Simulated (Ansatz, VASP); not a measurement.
## NaF: VASP beside Ansatz

File INCAR:

```
SYSTEM = NaF
  PREC = Accurate
  ENCUT = 520
  EDIFF = 1E-6
  ISMEAR = -1
  SIGMA = 0.03
  LREAL = .False.
  LASPH = .True.
  NELM = 100
  ALGO = Normal
  ISIF = 2
  LWAVE = .False.
  LCHARG = .True.
  GGA = CA
  LELF = .True.
  LVHAR = .True.
  NBANDS = 14
```

File KPOINTS:

```
Automatic mesh
0
Gamma
  10 10 10
  0 0 0
```

Contents of POSCAR:

```
NaF
1.0
    0.0457178866      2.2858943317      2.2858943317
    2.2858943317      0.0457178866      2.2858943317
    2.3316122183      2.3316122183      0.0000000000
Na F
1 1
Direct
    0.0000000000      0.0000000000      0.0000000000
    0.5000000000      0.5000000000      0.5000000000
```

Input for Ansatz:

```yaml
crystal:
  lattice:
    - [0.0457178866, 2.2858943317, 2.2858943317]
    - [2.2858943317, 0.0457178866, 2.2858943317]
    - [2.3316122183, 2.3316122183, 0.0]
  atoms:
    - { symbol: Na, position: [0.0, 0.0, 0.0] }
    - { symbol: F, position: [0.5, 0.5, 0.5] }
kpoints:
  mp_grid: { grid: [10, 10, 10] }
scf:
  occupations: { method: fermi_dirac, width: 0.03 }
hamiltonian:
  xc: lda
  pseudopotentials: { kind: all_electron, lapw: { basis_error: 0.00025 } }
output:
  forces: true
  stress: true
  eigenvalues: true
```

Change from the starting cell: xy shear strain of +4 %.

Alike in both runs: task single point; functional LDA; k mesh 10 × 10 × 10; occupations fermi-dirac, width 0.03 eV; no spin polarisation.

```csv
,VASP,Ansatz
version,VASP 6.6.1,Ansatz 0.2.0
potentials or method,"VASP PAW LDA potentials, release 64 (Na_pv, F), cutoff 520 eV","all-electron LAPW, scalar-relativistic"
```

```csv
,VASP,Ansatz,Ansatz less VASP
gap on the k mesh at the Fermi level (eV),6.11,6.12,+0.010
pressure (GPa),-2.6,-2.5,+0.11
"traceless stress, the component that is largest in VASP (GPa)",-1.16,-1.16,-0.004
```

LDA's correlation is that of Perdew and Zunger in VASP and of Perdew and Wang (1992) in Ansatz. Ansatz ran all-electron here, and VASP with PAW potentials.
